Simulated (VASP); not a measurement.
Set up this calculation in VASP 6.6.1, as the native input.

| Item | Value |
| --- | --- |
| Task | single point |
| Functional | revPBE |
| Dispersion | D4 |
| Potentials or basis | VASP PAW PBE potentials, release 64 (Mn_pv, S) |
| Cutoff | 520 eV |
| k mesh | 9 × 9 × 9 |
| Occupations | fermi-dirac, width 0.05 eV |
| Spin | collinear spin, ferromagnetic start |
| Starting moments | [4.0, 0.0] μB |
| Dipole correction | no |
| Further INCAR settings | ALGO = Normal; EDIFF = 1e-06; NBANDS = 20 |

The structure of MnS lies in POSCAR:

```
MnS
1.0
    0.0000000000      2.4659216567      2.4659216567
    2.4659216567      0.0000000000      2.4659216567
    2.4659216567      2.4659216567      0.0000000000
Mn S
1 1
Direct
    0.0000000000      0.0000000000      0.0000000000
    0.5000000000      0.5000000000      0.5000000000
```

The input as run:

INCAR

```
SYSTEM = MnS
  ALGO = Normal
  EDIFF = 1E-6
  ENCUT = 520
  GGA = RE
  ISIF = 2
  ISMEAR = -1
  ISPIN = 2
  IVDW = 13
  LASPH = .TRUE.
  LCHARG = .FALSE.
  LMAXMIX = 4
  LORBIT = 11
  LREAL = .FALSE.
  LWAVE = .FALSE.
  MAGMOM = 4 0
  NBANDS = 20
  NELM = 150
  PREC = Accurate
  SIGMA = 0.05
```

KPOINTS

```
k-points
0
G
  9 9 9
  0 0 0
```

Potentials or basis: VASP PAW PBE potentials, release 64 (Mn_pv, S).

The run is started by

```sh
$ cat potpaw_PBE.64/Mn_pv/POTCAR potpaw_PBE.64/S/POTCAR > POTCAR
$ mpirun -np 1 vasp_std > vasp.out
```

Results of the run:

```
Pressure                                              : 0.0 GPa
Net moment                                            : 4.13 μB per cell
Site moments                                          : Mn +3.83; S +0.06 μB
Valence electrons inside the program's atomic spheres : Mn 11.48; S 3.77
Dispersion energy per atom                            : -0.846 eV
```

Caveat: the PAW data sets were made with another functional, which shifts forces and pressure a little; a cell with one magnetic atom can't hold antiferromagnetic order, which such compounds often take.

Run time: 72 s on 1 thread of Intel Xeon 8259CL, with other jobs on the host, peak memory 0.19 GiB.
